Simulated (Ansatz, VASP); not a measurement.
## Two plane-wave programs on Cs2CrTe6

Contents of INCAR:

```
PREC = Accurate ; ENCUT = 520
EDIFF = 1E-7 ; ISMEAR = 0
SIGMA = 0.2395 ; LREAL = F
LASPH = T ; NELM = 60
ALGO = Normal ; ISIF = 2
LWAVE = F ; LCHARG = F
GGA = PE ; NBANDS = 43
```

Contents of KPOINTS:

```
regular mesh
0
Gamma
  3 3 3
```

POSCAR

```
Cs2CrTe6
1.0
    0.0000000000      5.5395500000      5.5395500000
    5.5395500000      0.0000000000      5.5395500000
    5.5395500000      5.5395500000      0.0000000000
Te Cr Cs
6 1 2
Direct
    0.8080000000      0.1920000000      0.1920000000
    0.1920000000      0.8080000000      0.1920000000
    0.1920000000      0.8080000000      0.8080000000
    0.8080000000      0.1920000000      0.8080000000
    0.1920000000      0.1920000000      0.8080000000
    0.8080000000      0.8080000000      0.1920000000
    0.0000000000      0.0000000000      0.0000000000
    0.2500000000      0.2500000000      0.2500000000
    0.7500000000      0.7500000000      0.7500000000
```

Input for Ansatz:

```yaml
crystal:
  lattice:
    - [0.0, 5.53955, 5.53955]
    - [5.53955, 0.0, 5.53955]
    - [5.53955, 5.53955, 0.0]
  atoms:
    - { symbol: Te, position: [0.808, 0.192, 0.192] }
    - { symbol: Te, position: [0.192, 0.808, 0.192] }
    - { symbol: Te, position: [0.192, 0.808, 0.808] }
    - { symbol: Te, position: [0.808, 0.192, 0.808] }
    - { symbol: Te, position: [0.192, 0.192, 0.808] }
    - { symbol: Te, position: [0.808, 0.808, 0.192] }
    - { symbol: Cr, position: [0.0, 0.0, 0.0] }
    - { symbol: Cs, position: [0.25, 0.25, 0.25] }
    - { symbol: Cs, position: [0.75, 0.75, 0.75] }
  symmetry: { tolerance: 0.0003 }
kpoints:
  mp_grid: { grid: [3, 3, 3], shift: [0, 0, 0] }
magnetization:
  spin_polarized: false
scf:
  occupations: { method: gaussian, width: 0.2395 }
hamiltonian:
  pseudopotentials: { kind: paw }
  xc: pbe
basis:
  ecutwfc: 420
output:
  forces: true
  stress: true
  eigenvalues: true
  write_density: true
  write_potential: true
  elf: true
  volumetric_format: npy
```

Alike in both runs: task single point; functional PBE; k mesh 3 × 3 × 3; occupations gaussian, width 0.2395 eV; no spin polarisation.

|  | VASP | Ansatz |
| --- | --- | --- |
| version | VASP 6.6.1 | Ansatz 0.2.0 |
| potentials or method | VASP PAW PBE potentials, release 64 (Te, Cr_pv, Cs_sv), cutoff 520 eV | PAW plane waves |
| valence electrons in the cell | 66 | 128 |

VASP gave:

| Item | Value |
| --- | --- |
| gap on the k mesh at the Fermi level (eV) | none |
| pressure (GPa) | 21.9 |
| rms of the force components (eV/Å) | 4.920 |

Problem. Estimate Ansatz's values.

Solution. gap on the k mesh at the Fermi level (eV): none; pressure (GPa): 22.0; rms of the force components (eV/Å): 4.963.

Atom by atom the forces differ by 0.043 eV/Å (rms over components). A gap of «none» marks a metal or a gap that the smearing closes. With one functional, cell and mesh, what is left measures potentials, basis and numerics. VASP's potentials hold 66 valence electrons a cell and Ansatz's 128, so a difference there can come from the potentials and not from the codes.

Neither program's run includes spin-orbit coupling.
